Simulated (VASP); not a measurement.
A run of VASP 6.6.1:

File INCAR:

```
SYSTEM = AlN
  ALGO = Normal
  EDIFF = 1E-6
  ENCUT = 520
  GGA = PE
  ISIF = 2
  ISMEAR = 0
  LASPH = .True.
  LCHARG = .False.
  LREAL = .False.
  LWAVE = .False.
  NBANDS = 16
  NELM = 100
  PREC = Accurate
  SIGMA = 0.05
```

The input KPOINTS:

```
k-points
0
Gamma
  9 9 6
  0 0 0
```

The input POSCAR:

```
AlN
1.0
    3.1298889828      0.0000000000     -0.2347416737
   -1.5649444914      2.7105633702      0.1173708369
   -0.3762717222      0.0000000000      5.0169562961
Al N
2 2
Direct
    0.3415008186      0.6666027674      0.0030525076
    0.6748980513      0.3333972326      0.5030525076
    0.3278450068      0.6720888835      0.3819474924
    0.6557561233      0.3279111165      0.8819474924
```

Potentials or basis: VASP PAW PBE potentials, release 64 (Al, N).

Run with:

```bash
$ cat potpaw_PBE.64/Al/POTCAR potpaw_PBE.64/N/POTCAR > POTCAR
$ mpirun -np 1 vasp_std > vasp.out
```

Hardware: 1 thread of Intel(R) Xeon(R) Platinum 8481C CPU @ 2.70GHz (Sapphire Rapids), with other jobs on the host.

Q: Estimate the wall time of this run.

A: Wall time 28 s on 1 thread of Intel(R) Xeon(R) Platinum 8481C CPU @ 2.70GHz (Sapphire Rapids), on a shared host, peak memory 0.2 GiB. Counts: scf iterations 13, k points 140.
